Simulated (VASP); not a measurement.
# TaCu2 (I4/mcm) in VASP: single point with PBE

Aim: the single point of TaCu2 with PBE.

Program: VASP 6.6.1. These are calculated values, not measurements. Logs are shortened: lines on timing, memory, paths and dates and some standing lists are left out, and cuts for length are marked.

### Step 1. The cell of the first run

Symmetry: I4/mcm, No. 140, tetragonal system. Conventional cell: a = 6.232 Å, b = 6.232 Å, c = 5.553 Å, α = 90.00°, β = 90.00°, γ = 90.00°. Ta (site symmetry 422) has 8 Cu at 2.69 Å and 2 Ta at 2.78 Å within 3.5 Å. Cu (site symmetry m2m) has 4 Ta at 2.69 Å and 11 Cu at 3.07 to 3.52 Å within 3.6 Å.

The cell was generated, and may not be a known phase.

### Step 2. Single point, PBE

Input file INCAR:

```
PREC = Accurate ; ENCUT = 520
EDIFF = 1E-6 ; ISMEAR = 0
SIGMA = 0.1 ; LREAL = False
LASPH = True ; NELM = 100
ALGO = Fast ; ISIF = 2
LWAVE = False ; LCHARG = True
GGA = PE ; LELF = True
LVHAR = True ; NBANDS = 42
```

Input file KPOINTS:

```
Automatic mesh
0
Gamma
  4 4 4
```

Input file POSCAR:

```
TaCu2
1.0
   -3.1160603900      3.1160603900      2.7766941000
    3.1160603900     -3.1160603900      2.7766941000
    3.1160603900      3.1160603900     -2.7766941000
Ta Cu
2 4
Direct
    0.7500000000      0.7500000000      0.0000000000
    0.2500000000      0.2500000000      0.0000000000
    0.6739740700      0.1739740700      0.8479481300
    0.3260259300      0.8260259300      0.1520518700
    0.8260259300      0.6739740700      0.5000000000
    0.1739740700      0.3260259300      0.5000000000
```

Potentials or basis: VASP PAW PBE potentials, release 64 (Ta_pv, Cu).

Run with:

```bash
$ cat potpaw_PBE.64/Ta_pv/POTCAR potpaw_PBE.64/Cu/POTCAR > POTCAR
$ mpirun -np 1 vasp_std > vasp.out
```

OUTCAR:

```text
PREC = Accurate
   ENCUT = 520
   EDIFF = 1E-6
   ISMEAR = 0
   LREAL = False
   LASPH = True
   NELM = 100
   ISIF = 2
   GGA = PE

 ion  position               nearest neighbor table
   1  0.750  0.750  0.000-   4 2.69   3 2.69   5 2.69   5 2.69   6 2.69   6 2.69   3 2.69   4 2.69
                             2 2.78   2 2.78
   2  0.250  0.250  0.000-   4 2.69   3 2.69   6 2.69   6 2.69   5 2.69   5 2.69   3 2.69   4 2.69
                             1 2.78   1 2.78
   3  0.674  0.174  0.848-   2 2.69   1 2.69   1 2.69   2 2.69
   4  0.326  0.826  0.152-   2 2.69   1 2.69   1 2.69   2 2.69
   5  0.826  0.674  0.500-   2 2.69   1 2.69   1 2.69   2 2.69
   6  0.174  0.326  0.500-   1 2.69   2 2.69   2 2.69   1 2.69

  LATTYP: Found a body centered tetragonal cell.
 ALAT       =     6.2321207800
 C/A-ratio  =     0.8910912346

  Lattice vectors:

 A1 = (  -3.1160603900,   3.1160603900,   2.7766941000)
 A2 = (   3.1160603900,  -3.1160603900,   2.7766941000)
 A3 = (   3.1160603900,   3.1160603900,  -2.7766941000)

Analysis of symmetry for initial positions (statically):
=====================================================================
 Subroutine PRICEL returns:
 Original cell was already a primitive cell.

 Routine SETGRP: Setting up the symmetry group for a
 body centered tetragonal supercell.

 Subroutine GETGRP returns: Found 16 space group operations
 (whereof  8 operations were pure point group operations)
 out of a pool of 16 trial point group operations.

The static configuration has the point symmetry C_4h.
 The point group associated with its full space group is D_4h.

Analysis of symmetry for dynamics (positions and initial velocities):
=====================================================================
 Subroutine PRICEL returns:
 Original cell was already a primitive cell.

 Routine SETGRP: Setting up the symmetry group for a
 body centered tetragonal supercell.

 Subroutine GETGRP returns: Found 16 space group operations
 (whereof  8 operations were pure point group operations)
 out of a pool of 16 trial point group operations.

The dynamic configuration has the point symmetry C_4h.
 The point group associated with its full space group is D_4h.

 Subroutine INISYM returns: Found 16 space group operations
 (whereof  8 operations are pure point group operations),
 and found     1 'primitive' translations

----------------------------------------------------------------------------------------

                                     Primitive cell

  volume of cell :     107.8449

  direct lattice vectors                    reciprocal lattice vectors
    -3.116060390  3.116060390  2.776694100     0.000000000  0.160459021  0.180070250
     3.116060390 -3.116060390  2.776694100     0.160459021  0.000000000  0.180070250
     3.116060390  3.116060390 -2.776694100     0.160459021  0.160459021  0.000000000

  length of vectors
     5.208617363  5.208617363  5.208617363     0.241189536  0.241189536  0.226923324

  position of ions in fractional coordinates (direct lattice)
     0.750000000  0.750000000  0.000000000
     0.250000000  0.250000000  0.000000000
     0.673974070  0.173974070  0.847948130
     0.326025930  0.826025930  0.152051870
     0.826025930  0.673974070  0.500000000
     0.173974070  0.326025930  0.500000000

  ion indices of the primitive-cell ions
   primitive index   ion index
                 1           1
                 2           2
                 3           3
                 4           4
                 5           5
                 6           6

----------------------------------------------------------------------------------------

 KPOINTS: Automatic mesh

Automatic generation of k-mesh.
 Grid dimensions read from file:
 generate k-points for:    4    4    4

 Generating k-lattice:

  Cartesian coordinates                     Fractional coordinates (reciprocal lattice)
     0.000000000  0.040114755  0.045017562     0.250000000  0.000000000 -0.000000000
     0.040114755  0.000000000  0.045017562     0.000000000  0.250000000 -0.000000000
     0.040114755  0.040114755  0.000000000     0.000000000  0.000000000  0.250000000

  Length of vectors
     0.060297384  0.060297384  0.056730831

  Shift w.r.t. Gamma in fractional coordinates (k-lattice)
     0.000000000  0.000000000  0.000000000

 Subroutine IBZKPT returns following result:
 ===========================================

 Found     13 irreducible k-points:

 Following reciprocal coordinates:
            Coordinates               Weight
  0.000000  0.000000  0.000000      1.000000
  0.250000 -0.000000  0.000000      8.000000
  0.500000 -0.000000  0.000000      4.000000
  0.250000  0.250000  0.000000      8.000000
  0.500000  0.250000  0.000000     16.000000
 -0.250000  0.250000  0.000000      4.000000
  0.500000  0.500000  0.000000      2.000000
  0.250000  0.250000  0.250000      2.000000
 -0.250000  0.250000  0.250000      4.000000
  0.500000  0.500000  0.250000      4.000000
 -0.250000  0.500000  0.250000      8.000000
 -0.250000 -0.250000  0.250000      2.000000
  0.500000  0.500000  0.500000      1.000000
   k-points           NKPTS =     13   k-points in BZ     NKDIM =     13   number of bands    NBANDS=     42
   number of dos      NEDOS =    301   number of ions     NIONS =      6
   total plane-waves  NPLWV =  64000
   dimension x,y,z NGX =    40 NGY =   40 NGZ =   40
   dimension x,y,z NGXF=    80 NGYF=   80 NGZF=   80
   ions per type =               2   4
   NGX,Y,Z   is equivalent  to a cutoff of  12.77, 12.77, 12.77 a.u.
   NGXF,Y,Z  is equivalent  to a cutoff of  25.53, 25.53, 25.53 a.u.
 SYSTEM =  unknown system
   PREC   = accura    normal or accurate (medium, high low for compatibility)
   ISTART =      0    job   : 0-new  1-cont  2-samecut
   ICHARG =      2    charge: 1-file 2-atom 10-const
   ISPIN  =      1    spin polarized calculation?
   LNONCOLLINEAR =      F non collinear calculations
   LSORBIT =      F    spin-orbit coupling
   LASPH  =      T    aspherical Exc in radial PAW
   ENCUT  =  520.0 eV  38.22 Ry    6.18 a.u.   9.68  9.68  9.68*2*pi/ulx,y,z
   NELM   =    100;   NELMIN=  2; NELMDL= -5     # of ELM steps
   EDIFF  = 0.1E-05   stopping-criterion for ELM
   LREAL  =      F    real-space projection
   EDIFFG = 0.1E-04   stopping-criterion for IOM
   NSW    =      0    number of steps for IOM
   IBRION =     -1    ionic relax: 0-MD 1-quasi-New 2-CG
   NFREE  =      0    steps in history (QN), initial steepest desc. (CG)
   ISIF   =      2    stress and relaxation
   ISYM   =      2    0-nonsym 1-usesym 2-fastsym
   POTIM  = 0.5000    time-step for ionic-motion
   TEBEG  =    0.0;   TEEND  =   0.0 temperature during run
   PSTRESS=    0.0 pullay stress
   NELECT =      66.0000    total number of electrons
   NUPDOWN=      -1.0000    fix difference up-down
   EMIN   =  10.00;   EMAX   =-10.00  energy-range for DOS
   EFERMI =   0.00;   METHOD = LEGACY
   ISMEAR =     0;   SIGMA  =   0.10  broadening in eV -4-tet -1-fermi 0-gaus
   EFERMI_NEDOS =   21; number of points for ismear=-14 and -15
   IALGO  =     68    algorithm
   IMIX   =      4    mixing-type and parameters
     AMIX     =   0.40;   BMIX     =  1.00
     AMIX_MAG =   1.60;   BMIX_MAG =  1.00
  volume/ion in A,a.u.               =      17.97       121.30
  Fermi-wavevector in a.u.,A,eV,Ry     =   1.389919  2.626566 26.284761  1.931875
  Thomas-Fermi vector in A             =   2.513904
   LORBIT       =      0    0 simple, 1 ext, 2 COOP (PROOUT), +10 PAW based schemes
   GGA     = PE    functional components
   LHFCALC =     F    Hartree Fock is set to
   AEXX    =    0.0000 exact exchange contribution
   IVDW    =     0    specifies the selected vdW correction
   LEPSILON=     F    determine dielectric tensor
   LRPA    =     F    only Hartree local field effects (RPA)
 non-spin polarized calculation
 RMM-DIIS sequential band-by-band and
 Gauss-broadening in eV      SIGMA  =   0.10
  energy-cutoff  :      520.00
  volume of cell :      107.84
 maximum number of plane-waves:      2932
 NGX is ok and might be reduce to    40
   NGX = 19   NGY = 19   NGZ = 19

 number of electron      66.0000062 magnetization

 Free energy of the ion-electron system (eV)
  ---------------------------------------------------
  ext. energy  EPLUGINS =         0.00000000
  ---------------------------------------------------
  free energy    TOTEN  =       -33.87805219 eV

  energy without entropy =      -33.83597007  energy(sigma->0) =      -33.85701113

 E-fermi :   4.6453     XC(G=0): -11.1549

 val. band max:        4.6378521006   @ k =   0.2500  -0.0000   0.0000
 cond. band min:       4.6737473211   @ k =   0.2500  -0.0000   0.0000
 fundamental gap:      0.0358952205
 Fermi energy:         4.6452924315

 k-point     1 :       0.0000    0.0000    0.0000
  band No.  band energies     occupation
      1     -30.4249      2.00000
      2     -30.1896      2.00000
      3     -30.1896      2.00000
      4     -30.0772      2.00000
      5     -30.0772      2.00000
      6     -29.4137      2.00000
[... 34 lines left out ...]
     41       7.5696      0.00000
     42       8.9292      0.00000

 k-point     2 :       0.2500   -0.0000    0.0000
  band No.  band energies     occupation
      1     -30.2859      2.00000
      2     -30.1741      2.00000
      3     -30.1740      2.00000
      4     -30.0945      2.00000
      5     -30.0945      2.00000
      6     -29.5717      2.00000
[... 34 lines left out ...]
     41       8.3033      0.00000
     42       8.6241      0.00000

 k-point     3 :       0.5000   -0.0000    0.0000
  band No.  band energies     occupation
      1     -30.1352      2.00000
      2     -30.1352      2.00000
      3     -30.1352      2.00000
      4     -30.1352      2.00000
      5     -29.9382      2.00000
      6     -29.9382      2.00000
[... 402 lines left out ...]
      4     -30.1318      2.00000
      5     -29.9394      2.00000
      6     -29.9371      2.00000
[... 34 lines left out ...]
     41       8.2909      0.00000
     42       9.5887      0.00000

 k-point    13 :       0.5000    0.5000    0.5000
  band No.  band energies     occupation
      1     -30.4296      2.00000
      2     -30.1988      2.00000
      3     -30.1988      2.00000
      4     -30.0736      2.00000
      5     -30.0736      2.00000
      6     -29.4143      2.00000
[... 34 lines left out ...]
     41       8.3579      0.00000
     42      10.0638      0.00000

------------------------ aborting loop because EDIFF is reached ----------------------------------------

  FORCE on cell =-STRESS in cart. coord.  units (eV):
  Direction    XX          YY          ZZ          XY          YZ          ZX
  --------------------------------------------------------------------------------------
  -------------------------------------------------------------------------------------
  Total       -2.2437281     -2.2437281     -6.1147868      0.0000000      0.0000000     -0.0000000
  in kB      -33.3335106    -33.3335106    -90.8431406      0.0000000      0.0000000     -0.0000000
  external PRESSURE =     -52.5033873 kB  Pullay stress =       0.0000000 kB

 VOLUME and BASIS-vectors are now :
 -----------------------------------------------------------------------------
  energy-cutoff  :      520.00
  volume of cell :      107.84
      direct lattice vectors                 reciprocal lattice vectors
    -3.116060390  3.116060390  2.776694100     0.000000000  0.160459021  0.180070250
     3.116060390 -3.116060390  2.776694100     0.160459021  0.000000000  0.180070250
     3.116060390  3.116060390 -2.776694100     0.160459021  0.160459021  0.000000000

 POSITION                                       TOTAL-FORCE (eV/Angst)
 -----------------------------------------------------------------------------------
      0.00000      0.00000      4.16504         0.000000      0.000000     -0.000000
      0.00000      0.00000      1.38835         0.000000     -0.000000     -0.000000
      1.08423      4.20029      0.00000        -0.203831     -0.203831     -0.000000
      2.03183     -1.08423      2.77669         0.203831      0.203831      0.000000
      1.08423      2.03183      2.77669        -0.203831      0.203831     -0.000000
      2.03183      1.08423      0.00000         0.203831     -0.203831     -0.000000
 -----------------------------------------------------------------------------------
    total drift:                                0.000000     -0.000000     -0.000000

  FREE ENERGIE OF THE ION-ELECTRON SYSTEM (eV)
  ---------------------------------------------------
  free  energy   TOTEN  =       -33.8780521924 eV

  energy  without entropy=      -33.8359700729  energy(sigma->0) =      -33.85701113
```

It took 86 s on 1 thread of Intel Xeon Platinum 8259CL at 2.50GHz (Skylake/Cascade Lake), shared host; peak memory 0.26 GiB.

Results:

```yaml
Free_energy: -33.8781 eV
Pressure: -5.3 GPa
Largest_force: 0.288 eV/Å
Band_gap_on_the_k_mesh: zero (bands 33 and 34 overlap by 1.07 eV)
```

Forces on the atoms (eV/Å):
```
Ta   0.000  0.000  0.000
Ta   0.000  0.000  0.000
Cu  -0.204 -0.204  0.000
Cu   0.204  0.204  0.000
Cu  -0.204  0.204  0.000
Cu   0.204 -0.204  0.000
```

Stress tensor (GPa, compression positive):
```
-3.33  0.00  0.00
 0.00 -3.33  0.00
 0.00  0.00 -9.08
```

Caveat: the k points lie up to 0.38 Å⁻¹ apart, too coarse for converged energies and pressures of a metal; spin-orbit coupling is left out, which moves the levels of the heavy elements.

The gap in the log of VASP goes by the Fermi energy; the results here count the filled bands.